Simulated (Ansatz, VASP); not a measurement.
# One calculation of CdSe, two programs

INCAR

```
PREC = Accurate
ENCUT = 520
EDIFF = 1E-6
ISMEAR = -1
SIGMA = 0.03
LREAL = F
LASPH = T
NELM = 100
ALGO = Normal
ISIF = 2
LWAVE = F
LCHARG = F
GGA = PE
NBANDS = 16
```

File KPOINTS:

```
Automatic mesh
0
Gamma
  8 8 8
```

POSCAR

```
CdSe
1.0
    0.0000000000      3.0804715101      3.0804715101
    3.0804715101      0.0000000000      3.0804715101
    3.0804715101      3.0804715101      0.0000000000
Cd Se
1 1
Direct
    0.0000000000      0.0000000000      0.0000000000
    0.2500000000      0.2500000000      0.2500000000
```

Input for Ansatz:

```yaml
crystal:
  lattice:
    - [0.0, 3.0804715101, 3.0804715101]
    - [3.0804715101, 0.0, 3.0804715101]
    - [3.0804715101, 3.0804715101, 0.0]
  atoms:
    - { symbol: Cd, position: [0.0, 0.0, 0.0] }
    - { symbol: Se, position: [0.25, 0.25, 0.25] }
kpoints:
  mp_grid: { grid: [8, 8, 8] }
  band_path:
    path:
      - [0.0, 0.0, 0.0]
      - [-0.5, -0.5, 0.0]
      - [-0.375, -0.375, 0.25]
      - [-0.375, 0.0, 0.375]
      - [0.0, 0.0, 0.0]
      - [0.0, 0.0, 0.5]
      - [-0.5, -0.25, 0.25]
      - [-0.5, -0.5, 0.0]
    npoints: 5
scf:
  occupations: { method: fermi_dirac, width: 0.03 }
hamiltonian:
  xc: pbe
  pseudopotentials: { kind: all_electron, lapw: { basis_error: 0.001 } }
output:
  forces: true
  stress: true
  eigenvalues: true
```

Change from the starting cell: volume scaled by 1.01.

Alike in both runs: task single point; functional PBE; k mesh 8 × 8 × 8; occupations fermi-dirac, width 0.03 eV; no spin polarisation.

|  | VASP | Ansatz |
| --- | --- | --- |
| version | VASP 6.6.1 | Ansatz 0.2.0 |
| potentials or method | VASP PAW PBE potentials, release 64 (Cd, Se), cutoff 520 eV | all-electron LAPW, scalar-relativistic |

|  | VASP | Ansatz | Ansatz less VASP |
| --- | --- | --- | --- |
| pressure (GPa) | 1.1 | 0.8 | -0.25 |

Ansatz ran all-electron here, and VASP with PAW potentials.
